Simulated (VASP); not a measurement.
Wanted: the native input for a VASP 6.6.1 run.

```
Task                   : single point
Functional             : PBEsol
Potentials or basis    : VASP PAW PBE potentials, release 64 (Ta_pv, N)
Cutoff                 : 520 eV
k mesh                 : 6 × 6 × 4, shifted
Occupations            : gaussian, width 0.1 eV
Spin                   : no spin polarisation
Dipole correction      : no
Further INCAR settings : ALGO = Normal; EDIFF = 1e-07; NBANDS = 50; ISYM = 0
```

The structure of Ta2N lies in POSCAR:

```
Ta2N
1.0
    5.2965720514      0.0000000000      0.0000000000
   -2.6482860257      4.5869659495      0.0000000000
    0.0000000000      0.0000000000      4.9391825701
Ta N
6 3
Direct
    0.6663616700      0.6663616700      0.7536182600
    0.0000000000      0.3336383300      0.7536182600
    0.3336383300      0.0000000000      0.7536182600
    0.3336383300      0.3336383300      0.2463817400
    0.0000000000      0.6663616700      0.2463817400
    0.6663616700      0.0000000000      0.2463817400
    0.6666666667      0.3333333333      0.5000000000
    0.3333333333      0.6666666667      0.5000000000
    0.0000000000      0.0000000000      0.0000000000
```

The input as run:

INCAR

```
  PREC = Accurate
  ENCUT = 520
  EDIFF = 1E-7
  ISMEAR = 0
  SIGMA = 0.1
  LREAL = False
  LASPH = True
  NELM = 60
  ALGO = Normal
  ISIF = 2
  LWAVE = False
  LCHARG = False
  GGA = PS
  NBANDS = 50
  ISYM = 0
```

KPOINTS

```
Automatic mesh
0
Gamma
  6 6 4
  0.5 0.5 0.5
```

Potentials or basis: VASP PAW PBE potentials, release 64 (Ta_pv, N).

Run with:

```sh
$ cat potpaw_PBE.64/Ta_pv/POTCAR potpaw_PBE.64/N/POTCAR > POTCAR
$ mpirun -np 1 vasp_std > vasp.out
```

Results of the run:

| Quantity | Value |
| --- | --- |
| Pressure | -4.7 GPa |
| Largest force | 0.114 eV/Å |
| Band gap on the k mesh | zero (an odd number of electrons rules out a gap without spin polarisation) |

Caveat: the cell stands under tension; the PAW data sets were made with another functional, which shifts forces and pressure a little; spin-orbit coupling is left out, which moves the levels of the heavy elements.

Wall time 11 min on 1 thread of Intel(R) Xeon(R) 6975P-C (Granite Rapids), on a shared host, peak memory 0.91 GiB.
